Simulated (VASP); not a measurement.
A run of VASP 6.6.1:

Contents of INCAR:

```
ALGO     = Normal         # electronic algorithm
EDIFF    = 1E-7           # SCF threshold, eV
ENCUT    = 520            # plane-wave cutoff, eV
GGA      = PE             # functional
ISIF     = 2              # what is computed and relaxed
ISMEAR   = 0              # smearing method
LASPH    = T              # aspherical terms in the spheres
LCHARG   = F              # write CHGCAR
LREAL    = F              # projectors in reciprocal space
LWAVE    = F              # write WAVECAR
NBANDS   = 36             # bands
NELM     = 60             # most SCF steps
PREC     = Accurate       # precision mode
SIGMA    = 0.05           # smearing width, eV
```

File KPOINTS:

```
k-points
0
Gamma
  12 12 2
```

The input POSCAR:

```
SiC
1.0
    3.0175641559      0.0000000000      0.0000000000
   -1.5087820780      2.6132872166      0.0000000000
    0.0000000000      0.0000000000     14.8066590531
Si C
6 6
Direct
    0.0000000000      0.0000000000      0.1250412046
    0.0000000000      0.0000000000      0.6250387132
    0.3333333333      0.6666666667      0.2918647478
    0.6666666667      0.3333333333      0.7917698400
    0.3333333333      0.6666666667      0.9583511446
    0.6666666667      0.3333333333      0.4582680052
    0.0000000000      0.0000000000      0.9977393199
    0.0000000000      0.0000000000      0.5016375659
    0.3333333333      0.6666666667      0.1686482863
    0.6666666667      0.3333333333      0.6650107867
    0.3333333333      0.6666666667      0.8351935973
    0.6666666667      0.3333333333      0.3314367883
```

Potentials or basis: VASP PAW PBE potentials, release 64 (Si, C).

Run with:

```console
$ cat potpaw_PBE.64/Si/POTCAR potpaw_PBE.64/C/POTCAR > POTCAR
$ mpirun -np 1 vasp_std > vasp.out
```

Hardware: 1 thread of Intel(R) Xeon(R) Platinum 8259CL CPU @ 2.50GHz (Skylake/Cascade Lake), with other jobs on the host.

Problem. Estimate the wall time of this run.

Solution. Wall time 2.6 min on 1 thread of Intel(R) Xeon(R) Platinum 8259CL CPU @ 2.50GHz (Skylake/Cascade Lake), on a shared host, peak memory 0.3 GiB. Counts: scf iterations 16, k points 38.
